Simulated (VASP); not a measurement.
# Sn (Fd-3m) in VASP: further runs

Sn is run at these levels: PBEsol; tasks: single point, relaxation of cell and atoms.

All numbers are computed with VASP 6.6.1; they aren't measurements. Logs are shortened: lines on timing, memory, paths and dates and some standing lists are left out, and cuts for length are marked.

## Step 1: The cell of the first run

It takes space group Fd-3m (No. 227, cubic). The conventional cell has a = 6.570 Å, b = 6.570 Å, c = 6.570 Å, α = 90.00°, β = 90.00°, γ = 90.00°. Sn (site symmetry -43m) has 4 Sn at 2.84 Å within 3.7 Å.

## Step 2: Single point, PBEsol

INCAR reads:

```
SYSTEM = Sn
  PREC = Accurate
  ENCUT = 520
  EDIFF = 1E-6
  ISMEAR = 0
  SIGMA = 0.1
  LREAL = .FALSE.
  LASPH = .TRUE.
  NELM = 100
  ALGO = Normal
  ISIF = 2
  LWAVE = .FALSE.
  LCHARG = .FALSE.
  GGA = PS
  NBANDS = 21
```

KPOINTS reads:

```
Automatic mesh
0
G
  6 6 6
  0 0 0
```

POSCAR reads:

```
Sn
1.0
    0.0000000000      3.2849869970      3.2849869970
    3.2849869970      0.0000000000      3.2849869970
    3.2849869970      3.2849869970      0.0000000000
Sn
2
Direct
    0.0000000000      0.0000000000      0.0000000000
    0.2500000000      0.2500000000      0.2500000000
```

Potentials or basis: VASP PAW PBE potentials, release 64 (Sn_d).

Command:

```sh
cat potpaw_PBE.64/Sn_d/POTCAR > POTCAR
mpirun -np 1 vasp_std > vasp.out
```

OUTCAR:

```text
SYSTEM = Sn
   PREC = Accurate
   ENCUT = 520
   EDIFF = 1E-6
   ISMEAR = 0
   LREAL = .FALSE.
   LASPH = .TRUE.
   NELM = 100
   ISIF = 2
   GGA = PS

 ion  position               nearest neighbor table
   1  0.000  0.000  0.000-   2 2.84   2 2.84   2 2.84   2 2.84
   2  0.250  0.250  0.250-   1 2.84   1 2.84   1 2.84   1 2.84

  LATTYP: Found a face centered cubic cell.
 ALAT       =     6.5699739940

  Lattice vectors:

 A1 = (   0.0000000000,   3.2849869970,   3.2849869970)
 A2 = (   3.2849869970,   0.0000000000,   3.2849869970)
 A3 = (   3.2849869970,   3.2849869970,   0.0000000000)

Analysis of symmetry for initial positions (statically):
=====================================================================
 Subroutine PRICEL returns:
 Original cell was already a primitive cell.

 Routine SETGRP: Setting up the symmetry group for a
 face centered cubic supercell.

 Subroutine GETGRP returns: Found 48 space group operations
 (whereof 24 operations were pure point group operations)
 out of a pool of 48 trial point group operations.

The static configuration has the point symmetry T_d .
 The point group associated with its full space group is O_h .

Analysis of symmetry for dynamics (positions and initial velocities):
=====================================================================
 Subroutine PRICEL returns:
 Original cell was already a primitive cell.

 Routine SETGRP: Setting up the symmetry group for a
 face centered cubic supercell.

 Subroutine GETGRP returns: Found 48 space group operations
 (whereof 24 operations were pure point group operations)
 out of a pool of 48 trial point group operations.

The dynamic configuration has the point symmetry T_d .
 The point group associated with its full space group is O_h .

 Subroutine INISYM returns: Found 48 space group operations
 (whereof 24 operations are pure point group operations),
 and found     1 'primitive' translations

----------------------------------------------------------------------------------------

                                     Primitive cell

  volume of cell :      70.8975

  direct lattice vectors                    reciprocal lattice vectors
     0.000000000  3.284986997  3.284986997    -0.152207604  0.152207604  0.152207604
     3.284986997  0.000000000  3.284986997     0.152207604 -0.152207604  0.152207604
     3.284986997  3.284986997  0.000000000     0.152207604  0.152207604 -0.152207604

  length of vectors
     4.645673163  4.645673163  4.645673163     0.263631303  0.263631303  0.263631303

  position of ions in fractional coordinates (direct lattice)
     0.000000000  0.000000000  0.000000000
     0.250000000  0.250000000  0.250000000

  ion indices of the primitive-cell ions
   primitive index   ion index
                 1           1
                 2           2

----------------------------------------------------------------------------------------

 KPOINTS: Automatic mesh

Automatic generation of k-mesh.
 Grid dimensions read from file:
 generate k-points for:    6    6    6

 Generating k-lattice:

  Cartesian coordinates                     Fractional coordinates (reciprocal lattice)
    -0.025367934  0.025367934  0.025367934     0.166666667  0.000000000  0.000000000
     0.025367934 -0.025367934  0.025367934     0.000000000  0.166666667  0.000000000
     0.025367934  0.025367934 -0.025367934     0.000000000  0.000000000  0.166666667

  Length of vectors
     0.043938551  0.043938551  0.043938551

  Shift w.r.t. Gamma in fractional coordinates (k-lattice)
     0.000000000  0.000000000  0.000000000

 Subroutine IBZKPT returns following result:
 ===========================================

 Found     16 irreducible k-points:

 Following reciprocal coordinates:
            Coordinates               Weight
  0.000000  0.000000  0.000000      1.000000
  0.166667  0.000000  0.000000      8.000000
  0.333333  0.000000  0.000000      8.000000
  0.500000  0.000000  0.000000      4.000000
  0.166667  0.166667  0.000000      6.000000
  0.333333  0.166667  0.000000     24.000000
[... 8 lines left out ...]
 -0.333333  0.333333  0.166667     24.000000
 -0.333333  0.500000  0.166667     12.000000
   k-points           NKPTS =     16   k-points in BZ     NKDIM =     16   number of bands    NBANDS=     21
   number of dos      NEDOS =    301   number of ions     NIONS =      2
   total plane-waves  NPLWV =  46656
   dimension x,y,z NGX =    36 NGY =   36 NGZ =   36
   dimension x,y,z NGXF=    72 NGYF=   72 NGZF=   72
   ions per type =               2
   NGX,Y,Z   is equivalent  to a cutoff of  12.88, 12.88, 12.88 a.u.
   NGXF,Y,Z  is equivalent  to a cutoff of  25.77, 25.77, 25.77 a.u.
 SYSTEM =  Sn
   PREC   = accura    normal or accurate (medium, high low for compatibility)
   ISTART =      0    job   : 0-new  1-cont  2-samecut
   ICHARG =      2    charge: 1-file 2-atom 10-const
   ISPIN  =      1    spin polarized calculation?
   LNONCOLLINEAR =      F non collinear calculations
   LSORBIT =      F    spin-orbit coupling
   LASPH  =      T    aspherical Exc in radial PAW
   ENCUT  =  520.0 eV  38.22 Ry    6.18 a.u.   8.64  8.64  8.64*2*pi/ulx,y,z
   NELM   =    100;   NELMIN=  2; NELMDL= -5     # of ELM steps
   EDIFF  = 0.1E-05   stopping-criterion for ELM
   LREAL  =      F    real-space projection
   EDIFFG = 0.1E-04   stopping-criterion for IOM
   NSW    =      0    number of steps for IOM
   IBRION =     -1    ionic relax: 0-MD 1-quasi-New 2-CG
   NFREE  =      0    steps in history (QN), initial steepest desc. (CG)
   ISIF   =      2    stress and relaxation
   ISYM   =      2    0-nonsym 1-usesym 2-fastsym
   POTIM  = 0.5000    time-step for ionic-motion
   TEBEG  =    0.0;   TEEND  =   0.0 temperature during run
   PSTRESS=    0.0 pullay stress
   NELECT =      28.0000    total number of electrons
   NUPDOWN=      -1.0000    fix difference up-down
   EMIN   =  10.00;   EMAX   =-10.00  energy-range for DOS
   EFERMI =   0.00;   METHOD = LEGACY
   ISMEAR =     0;   SIGMA  =   0.10  broadening in eV -4-tet -1-fermi 0-gaus
   EFERMI_NEDOS =   21; number of points for ismear=-14 and -15
   IALGO  =     38    algorithm
   IMIX   =      4    mixing-type and parameters
     AMIX     =   0.40;   BMIX     =  1.00
     AMIX_MAG =   1.60;   BMIX_MAG =  1.00
  volume/ion in A,a.u.               =      35.45       239.22
  Fermi-wavevector in a.u.,A,eV,Ry     =   1.201113  2.269774 19.628749  1.442672
  Thomas-Fermi vector in A             =   2.336931
   LORBIT       =      0    0 simple, 1 ext, 2 COOP (PROOUT), +10 PAW based schemes
   GGA     = PS    functional components
   LHFCALC =     F    Hartree Fock is set to
   AEXX    =    0.0000 exact exchange contribution
   IVDW    =     0    specifies the selected vdW correction
   LEPSILON=     F    determine dielectric tensor
   LRPA    =     F    only Hartree local field effects (RPA)
 non-spin polarized calculation
 Gauss-broadening in eV      SIGMA  =   0.10
  energy-cutoff  :      520.00
  volume of cell :       70.90
 maximum number of plane-waves:      1932
 NGX is ok and might be reduce to    36
   NGX = 17   NGY = 17   NGZ = 17

 number of electron      27.9999985 magnetization

 Free energy of the ion-electron system (eV)
  ---------------------------------------------------
  ext. energy  EPLUGINS =         0.00000000
  ---------------------------------------------------
  free energy    TOTEN  =        -8.42966821 eV

  energy without entropy =       -8.42843711  energy(sigma->0) =       -8.42905266

 E-fermi :   4.9796     XC(G=0):  -8.8997

 val. band max:        4.7789417687   @ k =   0.1667   0.0000   0.0000
 cond. band min:       4.9806692041   @ k =   0.5000   0.0000   0.0000
 fundamental gap:      0.2017274353
 Fermi energy:         4.9795774030

 k-point     1 :       0.0000    0.0000    0.0000
  band No.  band energies     occupation
      1     -16.4137      2.00000
      2     -16.4137      2.00000
      3     -16.4137      2.00000
      4     -16.3586      2.00000
      5     -16.3586      2.00000
      6     -16.0759      2.00000
[... 13 lines left out ...]
     20      12.9905      0.00000
     21      12.9905      0.00000

 k-point     2 :       0.1667    0.0000    0.0000
  band No.  band energies     occupation
      1     -16.4284      2.00000
      2     -16.4284      2.00000
      3     -16.4078      2.00000
      4     -16.3372      2.00000
      5     -16.3372      2.00000
      6     -16.1049      2.00000
[... 13 lines left out ...]
     20      11.9546      0.00000
     21      11.9546      0.00000

 k-point     3 :       0.3333    0.0000    0.0000
  band No.  band energies     occupation
      1     -16.4428      2.00000
      2     -16.4428      2.00000
      3     -16.3952      2.00000
      4     -16.3115      2.00000
      5     -16.3115      2.00000
      6     -16.1267      2.00000
[... 13 lines left out ...]
     20      12.3486      0.00000
     21      12.3486      0.00000

 k-point     4 :       0.5000    0.0000    0.0000
  band No.  band energies     occupation
      1     -16.4469      2.00000
      2     -16.4469      2.00000
      3     -16.3885      2.00000
      4     -16.3033      2.00000
      5     -16.3033      2.00000
      6     -16.1328      2.00000
[... 13 lines left out ...]
     20      13.6365      0.00000
     21      13.7508      0.00000

 k-point     5 :       0.1667    0.1667    0.0000
  band No.  band energies     occupation
      1     -16.4270      2.00000
      2     -16.4270      2.00000
      3     -16.4211      2.00000
      4     -16.3388      2.00000
      5     -16.3127      2.00000
      6     -16.1466      2.00000
[... 13 lines left out ...]
     20      11.5096      0.00000
     21      13.2954      0.00000

 k-point     6 :       0.3333    0.1667    0.0000
  band No.  band energies     occupation
      1     -16.4520      2.00000
      2     -16.4412      2.00000
      3     -16.3963      2.00000
      4     -16.3124      2.00000
      5     -16.2795      2.00000
      6     -16.1807      2.00000
[... 13 lines left out ...]
     20      12.6368      0.00000
     21      13.3434      0.00000

 k-point     7 :       0.5000    0.1667    0.0000
  band No.  band energies     occupation
      1     -16.4675      2.00000
      2     -16.4516      2.00000
      3     -16.3650      2.00000
      4     -16.2871      2.00000
      5     -16.2767      2.00000
      6     -16.1767      2.00000
[... 13 lines left out ...]
     20      13.5744      0.00000
     21      13.8637      0.00000

 k-point     8 :      -0.3333    0.1667    0.0000
  band No.  band energies     occupation
      1     -16.4636      2.00000
      2     -16.4544      2.00000
      3     -16.3616      2.00000
      4     -16.3017      2.00000
      5     -16.2782      2.00000
      6     -16.1609      2.00000
[... 13 lines left out ...]
     20      12.2453      0.00000
     21      13.6294      0.00000

 k-point     9 :      -0.1667    0.1667    0.0000
  band No.  band energies     occupation
      1     -16.4457      2.00000
      2     -16.4422      2.00000
      3     -16.3910      2.00000
      4     -16.3245      2.00000
      5     -16.3032      2.00000
      6     -16.1416      2.00000
[... 13 lines left out ...]
     20      12.2858      0.00000
     21      12.4780      0.00000

 k-point    10 :       0.3333    0.3333    0.0000
  band No.  band energies     occupation
      1     -16.4503      2.00000
      2     -16.4503      2.00000
      3     -16.3994      2.00000
      4     -16.2852      2.00000
      5     -16.2435      2.00000
      6     -16.2270      2.00000
[... 13 lines left out ...]
     20      14.2165      0.00000
     21      14.2189      0.00000

 k-point    11 :       0.5000    0.3333    0.0000
  band No.  band energies     occupation
      1     -16.4714      2.00000
      2     -16.4584      2.00000
      3     -16.3554      2.00000
      4     -16.2696      2.00000
      5     -16.2514      2.00000
      6     -16.2002      2.00000
[... 13 lines left out ...]
     20      14.3110      0.00000
     21      14.4614      0.00000

 k-point    12 :      -0.3333    0.3333    0.0000
  band No.  band energies     occupation
      1     -16.4817      2.00000
      2     -16.4607      2.00000
      3     -16.3359      2.00000
      4     -16.2457      2.00000
      5     -16.2388      2.00000
      6     -16.2185      2.00000
[... 13 lines left out ...]
     20      12.3859      0.00000
     21      15.5275      0.00000

 k-point    13 :       0.5000    0.5000    0.0000
  band No.  band energies     occupation
      1     -16.4608      2.00000
      2     -16.4608      2.00000
      3     -16.3359      2.00000
      4     -16.3359      2.00000
      5     -16.2128      2.00000
      6     -16.2128      2.00000
[... 13 lines left out ...]
     20      14.0770      0.00000
     21      15.3418      0.00000

 k-point    14 :       0.5000    0.3333    0.1667
  band No.  band energies     occupation
      1     -16.4662      2.00000
      2     -16.4609      2.00000
      3     -16.3585      2.00000
      4     -16.2854      2.00000
      5     -16.2431      2.00000
      6     -16.2170      2.00000
[... 13 lines left out ...]
     20      12.9735      0.00000
     21      14.6635      0.00000

 k-point    15 :      -0.3333    0.3333    0.1667
  band No.  band energies     occupation
      1     -16.4787      2.00000
      2     -16.4654      2.00000
      3     -16.3285      2.00000
      4     -16.2613      2.00000
      5     -16.2344      2.00000
      6     -16.2217      2.00000
[... 13 lines left out ...]
     20      14.2577      0.00000
     21      14.6416      0.00000

 k-point    16 :      -0.3333    0.5000    0.1667
  band No.  band energies     occupation
      1     -16.4731      2.00000
      2     -16.4731      2.00000
      3     -16.2998      2.00000
      4     -16.2998      2.00000
      5     -16.2165      2.00000
      6     -16.2165      2.00000
[... 13 lines left out ...]
     20      13.9064      0.00000
     21      15.1437      0.00000

------------------------ aborting loop because EDIFF is reached ----------------------------------------

  FORCE on cell =-STRESS in cart. coord.  units (eV):
  Direction    XX          YY          ZZ          XY          YZ          ZX
  --------------------------------------------------------------------------------------
  -------------------------------------------------------------------------------------
  Total       -0.2518919     -0.2518919     -0.2518919      0.0000000      0.0000000      0.0000000
  in kB       -5.6923791     -5.6923791     -5.6923791      0.0000000      0.0000000      0.0000000
  external PRESSURE =      -5.6923791 kB  Pullay stress =       0.0000000 kB

 VOLUME and BASIS-vectors are now :
 -----------------------------------------------------------------------------
  energy-cutoff  :      520.00
  volume of cell :       70.90
      direct lattice vectors                 reciprocal lattice vectors
     0.000000000  3.284986997  3.284986997    -0.152207604  0.152207604  0.152207604
     3.284986997  0.000000000  3.284986997     0.152207604 -0.152207604  0.152207604
     3.284986997  3.284986997  0.000000000     0.152207604  0.152207604 -0.152207604

 POSITION                                       TOTAL-FORCE (eV/Angst)
 -----------------------------------------------------------------------------------
      0.00000      0.00000      0.00000        -0.000000     -0.000000     -0.000000
      1.64249      1.64249      1.64249         0.000000      0.000000      0.000000
 -----------------------------------------------------------------------------------
    total drift:                                0.000000      0.000000      0.000000

  FREE ENERGIE OF THE ION-ELECTRON SYSTEM (eV)
  ---------------------------------------------------
  free  energy   TOTEN  =        -8.4296682145 eV

  energy  without entropy=       -8.4284371105  energy(sigma->0) =       -8.42905266
```

Wall time 19 s (1 thread of Intel Xeon 6975P-C (Granite Rapids), shared host); peak memory 0.2 GiB.

What came out:

```
Free energy            : -8.4297 eV
Pressure               : -0.6 GPa
Band gap on the k mesh : zero (band 14 reaches 5.20 eV, above the bottom of band 15 at 4.98 eV)
```

Caveat: the PAW data sets were made with another functional, which shifts forces and pressure a little; spin-orbit coupling is left out, which moves the levels of the heavy elements.

## Step 3: Single point, PBEsol

This run uses another cell than the first one, of 34.97 Å³/atom, 0.987 times its volume.

INCAR reads:

```
  PREC = Accurate
  ENCUT = 520
  EDIFF = 1E-6
  ISMEAR = 0
  SIGMA = 0.1
  LREAL = F
  LASPH = T
  NELM = 100
  ALGO = Fast
  ISIF = 2
  LWAVE = F
  LCHARG = F
  GGA = PS
  NBANDS = 21
```

KPOINTS reads:

```
Automatic mesh
0
Gamma
  14 14 14
```

POSCAR reads:

```
Sn
1.0
    0.0000000000      3.2701593386      3.2701593386
    3.2701593386      0.0000000000      3.2701593386
    3.2701593386      3.2701593386      0.0000000000
Sn
2
Direct
    0.0000000000      0.0000000000      0.0000000000
    0.2500000000      0.2500000000      0.2500000000
```

Potentials or basis: VASP PAW PBE potentials, release 64 (Sn_d).

Command:

```sh
cat potpaw_PBE.64/Sn_d/POTCAR > POTCAR
mpirun -np 1 vasp_std > vasp.out
```

Run time: 2.1 min. Hardware: 1 thread of Intel Xeon 6975P-C (Granite Rapids), shared host; peak memory 0.27 GiB.

The run converged. Its results:

```yaml
Free_energy: -8.4663 eV
Pressure: -0.1 GPa
Band_gap_on_the_k_mesh: zero (band 14 reaches 5.33 eV, above the bottom of band 15 at 5.14 eV)
```

Levels at points of the mesh, in eV from the Fermi level:
```
           k point  band 10  band 11  band 12  band 13  band 14  band 15  band 16  band 17  band 18  band 19
(0.00, 0.00, 0.00)   -21.19   -10.47    -0.85     0.09     0.09     0.09     2.15     2.15     2.15     4.84
(0.50, 0.00, 0.00)   -21.15    -8.89    -6.23    -1.08    -1.08    -0.10     3.21     3.21     5.54     8.31
(0.50, 0.50, 0.00)   -21.13    -7.45    -7.45    -2.39    -2.39     0.79     0.79     7.56     7.56     9.06
```

Caveat: the PAW data sets were made with another functional, which shifts forces and pressure a little; spin-orbit coupling is left out, which moves the levels of the heavy elements.

[end of part 1 of 2]
